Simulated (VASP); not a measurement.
Write the native input for VASP 6.6.1 that does the following.

* Task: relaxation of the atoms
* Functional: PBE
* Potentials or basis: VASP PAW PBE potentials, release 64 (Si)
* Cutoff: 520 eV
* k mesh: 2 × 2 × 2
* Occupations: gaussian, width 0.02 eV
* Spin: no spin polarisation
* Dipole correction: no
* Further INCAR settings: LREAL = Auto; ALGO = Normal; EDIFF = 1e-06; IBRION = 2; EDIFFG = -0.03; NSW = 80

The structure of Si (a cell with a defect) lies in POSCAR:

```
Si
1.0
    0.0000000000      5.4300000000      5.4300000000
    5.4300000000      0.0000000000      5.4300000000
    5.4300000000      5.4300000000      0.0000000000
Si
17
Direct
    0.0000000000      0.0000000000      0.0000000000
    0.1250000000      0.1250000000      0.1250000000
    0.0000000000      0.0000000000      0.5000000000
    0.1250000000      0.1250000000      0.6250000000
    0.0000000000      0.5000000000      0.0000000000
    0.1250000000      0.6250000000      0.1250000000
    0.0000000000      0.5000000000      0.5000000000
    0.1250000000      0.6250000000      0.6250000000
    0.5000000000      0.0000000000      0.0000000000
    0.6250000000      0.1250000000      0.1250000000
    0.5000000000      0.0000000000      0.5000000000
    0.6250000000      0.1250000000      0.6250000000
    0.5000000000      0.5000000000      0.0000000000
    0.6250000000      0.6250000000      0.1250000000
    0.5000000000      0.5000000000      0.5000000000
    0.6250000000      0.6250000000      0.6250000000
    0.7612721000      0.2512922000      0.2458512000
```

These files were run (other wordings do the same):

INCAR

```
SYSTEM = Si
PREC = Accurate
ENCUT = 520
EDIFF = 1E-6
ISMEAR = 0
SIGMA = 0.02
LREAL = Auto
LASPH = .True.
NELM = 100
ALGO = Normal
ISIF = 2
LWAVE = .False.
LCHARG = .False.
GGA = PE
IBRION = 2
NSW = 80
EDIFFG = -0.03
```

KPOINTS

```
Automatic mesh
0
Gamma
  2 2 2
  0 0 0
```

Potentials or basis: VASP PAW PBE potentials, release 64 (Si).

Launch:

```sh
$ cat potpaw_PBE.64/Si/POTCAR > POTCAR
$ mpirun -np 1 vasp_std > vasp.out
```

It gave:

* Energy gained by relaxing: 8.8 meV/atom
* Ionic steps: 7
* Pressure after relaxing: 5.3 GPa
* Largest force after relaxing: 0.029 eV/Å
* Band gap on the k mesh: zero (bands 34 and 35 overlap by 0.25 eV)

Caveat: the k points lie up to 0.50 Å⁻¹ apart.

Run time: 15 min on 1 thread of Oxide Virtual Turin-like Processor (shared host), peak memory 0.5 GiB.
